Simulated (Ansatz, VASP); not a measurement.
**Ir: VASP beside Ansatz**

The input INCAR:

```
SYSTEM = Ir
ALGO = Normal ; EDIFF = 1E-6
EDIFFG = -0.01 ; ENCUT = 600
GGA = PE ; IBRION = 2
ISIF = 3 ; ISMEAR = -1
ISPIN = 2 ; LASPH = .TRUE.
LCHARG = .FALSE. ; LMAXMIX = 4
LORBIT = 11 ; LREAL = .FALSE.
LWAVE = .FALSE. ; MAGMOM = 1
NELM = 150 ; NSW = 80
PREC = Accurate ; SIGMA = 0.05
```

The input KPOINTS:

```
k-points
0
G
  14 14 14
  0 0 0
```

The input POSCAR:

```
Ir
1.0
    0.0000000000      1.9197000000      1.9197000000
    1.9197000000      0.0000000000      1.9197000000
    1.9197000000      1.9197000000      0.0000000000
Ir
1
Direct
    0.0000000000      0.0000000000      0.0000000000
```

Input for Ansatz:

```yaml
crystal:
  lattice:
    - [0.0, 1.9197, 1.9197]
    - [1.9197, 0.0, 1.9197]
    - [1.9197, 1.9197, 0.0]
  atoms:
    - { symbol: Ir, position: [0.0, 0.0, 0.0], spin: 1.0 }
hamiltonian:
  xc: pbe
  pseudopotentials:
    kind: paw
    azcp:
      Ir: "pseudopotentials/Ir.paw.azcp"
basis:
  ecutwfc: 420
  fft_grid_basis: typed
kpoints:
  mp_grid: { grid: [14, 14, 14], shift: [0, 0, 0] }
magnetization:
  spin_polarized: true
scf:
  occupations: { method: fermi_dirac, width: 0.05 }
relax:
  max_steps: 60
  f_tol: 0.01
  cell: {}
```

Alike in both runs: task relaxation of cell and atoms; functional PBE; k mesh 14 × 14 × 14; occupations fermi-dirac, width 0.05 eV; collinear spin.

|  | VASP | Ansatz |
| --- | --- | --- |
| version | VASP 6.6.1 | Ansatz 0.2.0 |
| potentials or method | VASP PAW PBE potentials, release 64 (Ir), cutoff 600 eV | plane waves (420 eV) with PAW, scalar-relativistic |
| valence electrons in the cell | 9 | 17 |

Ansatz gave:

* net moment per atom (μB): 0.00
* relaxed volume (Å³/atom): 14.51
* relaxed cell length with the largest relative difference (Å): 2.738

Q: Estimate VASP's values.

A: net moment per atom (μB): 0.00; relaxed volume (Å³/atom): 14.53; relaxed cell length with the largest relative difference (Å): 2.739.

VASP's potentials hold 9 valence electrons a cell and Ansatz's 17, so a difference there can come from the potentials and not from the codes. Ansatz's warnings: seeded moment not kept.

Spin-orbit coupling is off throughout.
